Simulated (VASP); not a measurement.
# KTaO3 (Pm-3m) in VASP: further runs, part 3 of 3

VASP 6.6.1. Earlier steps stand in the parts before.

## Step 5: Single point, PBEsol

This run uses another cell than the first one, of 12.37 Å³/atom.

Input file INCAR:

```
SYSTEM = KTaO3
PREC     = Accurate       ! precision mode
ENCUT    = 520            ! plane-wave cutoff, eV
EDIFF    = 1E-7           ! SCF threshold, eV
ISMEAR   = -1             ! smearing method
SIGMA    = 0.05           ! smearing width, eV
LREAL    = .FALSE.        ! projectors in reciprocal space
LASPH    = .TRUE.         ! aspherical terms in the spheres
NELM     = 100            ! most SCF steps
ALGO     = Normal         ! electronic algorithm
ISIF     = 2              ! what is computed and relaxed
LWAVE    = .FALSE.        ! write WAVECAR
LCHARG   = .FALSE.        ! write CHGCAR
GGA      = PS             ! functional
NBANDS   = 27             ! bands
```

Input file KPOINTS:

```
regular mesh
0
G
  7 7 7
  0 0 0
```

Input file POSCAR:

```
KTaO3
1.0
    3.9543383943      0.0000000000      0.0000000000
    0.0000000000      3.9543383943      0.0000000000
    0.0000000000      0.0000000000      3.9543383943
Ta K O
1 1 3
Direct
    0.0000000000      0.0000000000      0.0000000000
    0.5000000000      0.5000000000      0.5000000000
    0.0000000000      0.0000000000      0.5000000000
    0.0000000000      0.5000000000      0.0000000000
    0.5000000000      0.0000000000      0.0000000000
```

Potentials or basis: VASP PAW PBE potentials, release 64 (Ta_pv, K_sv, O).

Launch:

```sh
$ cat potpaw_PBE.64/Ta_pv/POTCAR potpaw_PBE.64/K_sv/POTCAR potpaw_PBE.64/O/POTCAR > POTCAR
$ mpirun -np 1 vasp_std > vasp.out
```

OUTCAR:

```text
SYSTEM = KTaO3
   PREC = Accurate
   ENCUT = 520
   EDIFF = 1E-7
   ISMEAR = -1
   LREAL = .FALSE.
   LASPH = .TRUE.
   NELM = 100
   ISIF = 2
   GGA = PS

 ion  position               nearest neighbor table
   1  0.000  0.000  0.000-   3 1.98   4 1.98   5 1.98   3 1.98   4 1.98   5 1.98   2 3.42   2 3.42
                             2 3.42   2 3.42   2 3.42   2 3.42   2 3.42   2 3.42
   2  0.500  0.500  0.500-   3 2.80   4 2.80   5 2.80   4 2.80   5 2.80   3 2.80   5 2.80   5 2.80
                             3 2.80   4 2.80   4 2.80   3 2.80   1 3.42   1 3.42   1 3.42   1 3.42
   3  0.000  0.000  0.500-   1 1.98   1 1.98   2 2.80   2 2.80   2 2.80   2 2.80
   4  0.000  0.500  0.000-   1 1.98   1 1.98   2 2.80   2 2.80   2 2.80   2 2.80
   5  0.500  0.000  0.000-   1 1.98   1 1.98   2 2.80   2 2.80   2 2.80   2 2.80

  LATTYP: Found a simple cubic cell.
 ALAT       =     3.9543383943

  Lattice vectors:

 A1 = (   3.9543383943,   0.0000000000,   0.0000000000)
 A2 = (   0.0000000000,   3.9543383943,   0.0000000000)
 A3 = (   0.0000000000,   0.0000000000,   3.9543383943)

Analysis of symmetry for initial positions (statically):
=====================================================================
 Subroutine PRICEL returns:
 Original cell was already a primitive cell.

 Routine SETGRP: Setting up the symmetry group for a
 simple cubic supercell.

 Subroutine GETGRP returns: Found 48 space group operations
 (whereof 48 operations were pure point group operations)
 out of a pool of 48 trial point group operations.

The static configuration has the point symmetry O_h .

Analysis of symmetry for dynamics (positions and initial velocities):
=====================================================================
 Subroutine PRICEL returns:
 Original cell was already a primitive cell.

 Routine SETGRP: Setting up the symmetry group for a
 simple cubic supercell.

[... 123 lines left out ...]
   IMIX   =      4    mixing-type and parameters
     AMIX     =   0.40;   BMIX     =  1.00
     AMIX_MAG =   1.60;   BMIX_MAG =  1.00
  volume/ion in A,a.u.               =      12.37        83.45
  Fermi-wavevector in a.u.,A,eV,Ry     =   1.391860  2.630234 26.358214  1.937274
  Thomas-Fermi vector in A             =   2.515658
   LORBIT       =      0    0 simple, 1 ext, 2 COOP (PROOUT), +10 PAW based schemes
   GGA     = PS    functional components
   LHFCALC =     F    Hartree Fock is set to
   AEXX    =    0.0000 exact exchange contribution
   IVDW    =     0    specifies the selected vdW correction
   LEPSILON=     F    determine dielectric tensor
   LRPA    =     F    only Hartree local field effects (RPA)
 non-spin polarized calculation
  energy-cutoff  :      520.00
  volume of cell :       61.83
 maximum number of plane-waves:      1743
 NGX is ok and might be reduce to    30
   NGX = 15   NGY = 15   NGZ = 15

 number of electron      37.9999983 magnetization

 Free energy of the ion-electron system (eV)
  ---------------------------------------------------
  ext. energy  EPLUGINS =         0.00000000
  ---------------------------------------------------
  free energy    TOTEN  =       -42.88877586 eV

  energy without entropy =      -42.88877586  energy(sigma->0) =      -42.88877586

 E-fermi :   2.9217     XC(G=0): -11.2754

 val. band max:        1.7788595278   @ k =   0.4286   0.4286   0.4286
 cond. band min:       3.9771900149   @ k =   0.0000   0.0000   0.0000
 fundamental gap:      2.1983304870
 Fermi energy:         2.9216971340

 k-point     1 :       0.0000    0.0000    0.0000
  band No.  band energies     occupation
      1     -32.1100      2.00000
      2     -32.1100      2.00000
      3     -32.1100      2.00000
      4     -25.2595      2.00000
      5     -15.7390      2.00000
      6     -15.0053      2.00000
[... 589 lines left out ...]
     26      12.8762      0.00000
     27      13.8828      0.00000

------------------------ aborting loop because EDIFF is reached ----------------------------------------

  FORCE on cell =-STRESS in cart. coord.  units (eV):
  Direction    XX          YY          ZZ          XY          YZ          ZX
  --------------------------------------------------------------------------------------
  -------------------------------------------------------------------------------------
  Total        2.2579637      2.2579637      2.2579637      0.0000000      0.0000000     -0.0000000
  in kB       58.5067583     58.5067583     58.5067583      0.0000000      0.0000000     -0.0000000
  external PRESSURE =      58.5067583 kB  Pullay stress =       0.0000000 kB

 VOLUME and BASIS-vectors are now :
 -----------------------------------------------------------------------------
  energy-cutoff  :      520.00
  volume of cell :       61.83
      direct lattice vectors                 reciprocal lattice vectors
     3.954338394  0.000000000  0.000000000     0.252886804  0.000000000  0.000000000
     0.000000000  3.954338394  0.000000000     0.000000000  0.252886804  0.000000000
     0.000000000  0.000000000  3.954338394     0.000000000  0.000000000  0.252886804

 POSITION                                       TOTAL-FORCE (eV/Angst)
 -----------------------------------------------------------------------------------
      0.00000      0.00000      0.00000         0.000000      0.000000      0.000000
      1.97717      1.97717      1.97717         0.000000      0.000000      0.000000
      0.00000      0.00000      1.97717         0.000000      0.000000      0.000000
      0.00000      1.97717      0.00000         0.000000      0.000000      0.000000
      1.97717      0.00000      0.00000         0.000000      0.000000      0.000000
 -----------------------------------------------------------------------------------
    total drift:                                0.000000     -0.000000      0.000000

  FREE ENERGIE OF THE ION-ELECTRON SYSTEM (eV)
  ---------------------------------------------------
  free  energy   TOTEN  =       -42.8887758613 eV

  energy  without entropy=      -42.8887758613  energy(sigma->0) =      -42.88877586
```

OSZICAR:

```text
N       E                     dE             d eps       ncg     rms          rms(c)
DAV:   1     0.326493245646E+03    0.32649E+03   -0.20758E+04  1080   0.141E+03
DAV:   2    -0.307411212446E+02   -0.35723E+03   -0.34551E+03  1287   0.412E+02
DAV:   3    -0.498222280879E+02   -0.19081E+02   -0.18983E+02  1439   0.926E+01
DAV:   4    -0.506132902955E+02   -0.79106E+00   -0.78977E+00  1808   0.114E+01
DAV:   5    -0.506165940394E+02   -0.33037E-02   -0.33035E-02  1396   0.822E-01    0.357E+01
DAV:   6    -0.431509434406E+02    0.74657E+01   -0.30560E+01  1270   0.380E+01    0.141E+01
DAV:   7    -0.429688093100E+02    0.18213E+00   -0.15792E+00  1427   0.811E+00    0.974E+00
DAV:   8    -0.429046649214E+02    0.64144E-01   -0.33919E-01  1272   0.481E+00    0.268E+00
DAV:   9    -0.428900619909E+02    0.14603E-01   -0.28859E-02  1289   0.132E+00    0.349E-01
DAV:  10    -0.428887832948E+02    0.12787E-02   -0.10832E-02  1479   0.686E-01    0.713E-02
DAV:  11    -0.428887571123E+02    0.26183E-04   -0.76082E-04  1467   0.176E-01    0.275E-02
DAV:  12    -0.428887752437E+02   -0.18131E-04   -0.36147E-05  1552   0.482E-02    0.731E-03
DAV:  13    -0.428887760486E+02   -0.80494E-06   -0.47868E-06  1457   0.162E-02    0.683E-03
DAV:  14    -0.428887759038E+02    0.14480E-06   -0.10917E-06  1419   0.629E-03    0.190E-03
DAV:  15    -0.428887758613E+02    0.42466E-07   -0.10431E-07   881   0.228E-03
   1 F= -.42888776E+02 E0= -.42888776E+02  d E =-.646378E-10
```

Run time: 69 s. Hardware: 1 thread of Intel Xeon 8259CL, shared host; peak memory 0.19 GiB.

Results:

| Property | Result |
| --- | --- |
| Free energy | -42.8888 eV |
| Pressure | 5.9 GPa |
| Band gap on the k mesh | 2.20 eV (least direct gap 2.75 eV) |

Caveat: the cell stands under pressure; the PAW data sets were made with another functional, which shifts forces and pressure a little; spin-orbit coupling is left out, which moves the levels of the heavy elements; an odd mesh through Γ misses points on the zone boundary, where band edges can lie.

## Step 6: Summary

```csv
cell,gap on the mesh (eV),pressure (GPa)
"a = 3.836 Å, 5 atoms",2.38,31.4
"a = 3.878 Å, 5 atoms",2.32,21.2
"a = 3.926 Å, 5 atoms",2.24,11.0
"a = 3.954 Å, 5 atoms",2.20,5.9
```

Alike in all rows: task single point; level PBEsol; potentials or basis VASP PAW PBE potentials, release 64 (Ta_pv, K_sv, O); no spin polarisation; k mesh 7 × 7 × 7; cutoff (eV) 520; smearing fermi-dirac 0.05 eV.

Caveats: the cell stands under pressure; the PAW data sets were made with another functional, which shifts forces and pressure a little; spin-orbit coupling is left out, which moves the levels of the heavy elements; an odd mesh through Γ misses points on the zone boundary, where band edges can lie.

Absolute energies hang on the potentials; compare differences alone.
